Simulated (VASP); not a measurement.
Runs of VASP 6.6.1 on Pb. The structure is that of space group P6_3/mmc (No. 194), or close to it. The cells are those of the table. This isn't the form of Pb at room conditions, which is fcc.

| task | cell | k mesh | cutoff (eV) | gap on the mesh (eV) | pressure (GPa) |
| --- | --- | --- | --- | --- | --- |
| single point | a = 3.554, b = 3.554, c = 5.828 Å, angles 90.0, 90.0, 120.0°, 2 atoms | 12 × 12 × 6 | 520 | none | -0.1 |
| single point | a = 3.601, b = 3.601, c = 5.905 Å, angles 90.0, 90.0, 120.0°, 2 atoms | 12 × 12 × 6 | 520 | none | -1.5 |
| single point | a = 3.406, b = 3.406, c = 5.585 Å, angles 90.0, 90.0, 120.0°, 2 atoms | 12 × 12 × 6 | 520 | none | 6.7 |
| single point | a = 3.506, b = 3.506, c = 5.749 Å, angles 90.0, 90.0, 120.0°, 2 atoms | 12 × 12 × 6 | 520 | none | 1.6 |
| relaxation of cell and atoms | relaxed from a = 3.501, b = 3.501, c = 5.716 Å, angles 90.0, 90.0, 120.0°, 2 atoms | 10 × 10 × 6 | 600 | none | 0.0 |
| single point | a = 3.554, b = 3.554, c = 5.828 Å, angles 90.0, 90.0, 120.0°, 2 atoms | 10 × 10 × 6 | 520 | none | -0.1 |
| single point | a = 3.647, b = 3.647, c = 5.979 Å, angles 90.0, 90.0, 120.0°, 2 atoms | 12 × 12 × 6 | 520 | none | (b) |
| single point | a = 3.691, b = 3.691, c = 6.052 Å, angles 90.0, 90.0, 120.0°, 2 atoms | 12 × 12 × 6 | 520 | none | (a) |
| single point | a = 3.457, b = 3.457, c = 5.668 Å, angles 90.0, 90.0, 120.0°, 2 atoms | 12 × 12 × 6 | 520 | none | 3.8 |

Alike in all rows: level PBE; potentials or basis VASP PAW PBE potentials, release 64 (Pb_d); no spin polarisation; smearing fermi-dirac 0.1 eV.

**Question.** Estimate the missing entries.

**Answer.** (a) -3.5; (b) -2.6.

Caveats: spin-orbit coupling is left out, which moves the levels of the heavy elements; the cell stands under pressure (at least some runs); the cell stands under tension (at least some runs).

A k mesh can miss the band edges, and the runs leave out spin-orbit coupling on Pb.

A gap of «none» marks levels without a gap at the run's occupations.
